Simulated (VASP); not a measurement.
ZnS: single point with PBE-based screened hybrid with 25 % exact exchange

The system is ZnS.

```xyz
2
Lattice="0.0000 2.6839 2.6839 2.6839 0.0000 2.6839 2.6839 2.6839 0.0000" Properties=species:S:1:pos:R:3 pbc="T T T"
Zn    4.0258    4.0258    4.0258
S     0.0000    0.0000    0.0000
```

```yaml
Program: VASP 6.6.1
Task: single point
Functional: PBE-based screened hybrid with 25 % exact exchange
Potentials_or_basis: VASP PAW PBE potentials, release 64 (Zn, S)
Cutoff: 520 eV
k_mesh: 5 × 5 × 5
Occupations: fermi-dirac, width 0.05 eV
Spin: no spin polarisation
Dipole_correction: no
Grid_for_exact_exchange_PRECFOCK: Normal
Share_of_exact_exchange: 0.25
Further_INCAR_settings: ALGO = Normal; EDIFF = 1e-06; NBANDS = 16
Screening_parameter: 0.3 1/Å
```

```
Pressure               : 2.8 GPa
Band gap on the k mesh : 3.22 eV
```

Levels at points of the mesh, in eV from the valence-band top:
```csv
k point,band 6,band 7,band 8,band 9,band 10,band 11,band 12,band 13
"(0.00, 0.00, 0.00)",-7.39,0.00,0.00,0.00,3.22,7.44,7.44,7.44
```

Run time: 21 min on 1 thread of Intel(R) Xeon(R) Platinum 8375C CPU @ 2.90GHz (Ice Lake), on a shared host, peak memory 0.26 GiB.

Caveat: the PAW data sets were made with another functional, which shifts forces and pressure a little.
